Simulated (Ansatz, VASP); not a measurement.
# Two plane-wave programs on La

Contents of INCAR:

```
SYSTEM = La
PREC = Accurate ; ENCUT = 520
EDIFF = 1E-6 ; ISMEAR = -1
SIGMA = 0.08 ; LREAL = .FALSE.
LASPH = .TRUE. ; NELM = 80
ALGO = Normal ; ISIF = 2
LWAVE = .FALSE. ; LCHARG = .TRUE.
LELF = .TRUE. ; LVHAR = .TRUE.
NBANDS = 12
```

The input KPOINTS:

```
regular mesh
0
G
  15 15 15
  0 0 0
```

File POSCAR:

```
La
1.0
   -2.0231007251      2.0231007251      2.0231007251
    2.0231007251     -2.0231007251      2.0231007251
    2.0231007251      2.0231007251     -2.0231007251
La
1
Direct
    0.0000000000      0.0000000000      0.0000000000
```

Input for Ansatz:

```yaml
crystal:
  lattice:
    - [-2.0231007251, 2.0231007251, 2.0231007251]
    - [2.0231007251, -2.0231007251, 2.0231007251]
    - [2.0231007251, 2.0231007251, -2.0231007251]
  atoms:
    - { symbol: La, position: [0.0, 0.0, 0.0] }
kpoints:
  mp_grid: { grid: [15, 15, 15] }
  band_path:
    path:
      - [0.0, 0.0, 0.0]
      - [0.5, -0.5, 0.5]
      - [0.0, 0.0, 0.5]
      - [0.0, 0.0, 0.0]
      - [0.25, 0.25, 0.25]
      - [0.5, -0.5, 0.5]
      - [0.25, 0.25, 0.25]
      - [0.0, 0.0, 0.5]
    npoints: 8
scf:
  occupations: { method: fermi_dirac, width: 0.08 }
hamiltonian:
  xc: lda
  pseudopotentials: { kind: paw }
output:
  forces: true
  stress: true
  eigenvalues: true
  populations: true
  dos: { projected: true, de: 0.2, e_range: [-14, 8] }
```

Change from the starting cell: volume scaled by 1, PAW files.

Alike in both runs: task single point; functional LDA; k mesh 15 × 15 × 15; occupations fermi-dirac, width 0.08 eV; no spin polarisation.

|  | VASP | Ansatz |
| --- | --- | --- |
| version | VASP 6.6.1 | Ansatz 0.2.0 |
| potentials or method | VASP PAW LDA potentials, release 64 (La) | PAW with Ansatz's default frozen-core files, scalar-relativistic |
| plane-wave cutoff (eV) | 520 | 420 |
| valence electrons in the cell | 11 | 11 |

```csv
,VASP,Ansatz,Ansatz less VASP
pressure (GPa),-0.1,0.0,+0.08
```

LDA's correlation is that of Perdew and Zunger in VASP and of Perdew and Wang (1992) in Ansatz.

Neither program's run includes spin-orbit coupling.
